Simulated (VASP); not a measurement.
MgIF, 3 atoms in the cell. The cell holds a sheet with vacuum, 3 atoms: a = 3.667 Å, b = 3.667 Å, c = 29.677 Å, α = 90.00°, β = 90.00°, γ = 120.00°. 

* Program: VASP 6.6.1
* Task: single point
* Functional: PBE
* Potentials or basis: VASP PAW PBE potentials, release 64 (Mg, I, F)
* Cutoff: 520 eV
* k mesh: 12 × 12 × 1
* Occupations: gaussian, width 0.02 eV
* Spin: no spin polarisation
* Dipole correction: yes
* Further INCAR settings: ALGO = Normal; EDIFF = 1e-06; NBANDS = 15

Potentials or basis: VASP PAW PBE potentials, release 64 (Mg, I, F).

Launch:

```console
$ cat potpaw_PBE.64/Mg/POTCAR potpaw_PBE.64/I/POTCAR potpaw_PBE.64/F/POTCAR > POTCAR
$ mpirun -np 1 vasp_std > vasp.out
```

Hardware: 1 thread of Intel(R) Xeon(R) Platinum 8559C (Emerald Rapids), with other jobs on the host.

Problem. How long does it take, and how much memory?

Solution. Run time: 87 s on 1 thread of Intel(R) Xeon(R) Platinum 8559C (Emerald Rapids), with other jobs on the host, peak memory 0.49 GiB. Counts: scf iterations 22, k points 19.
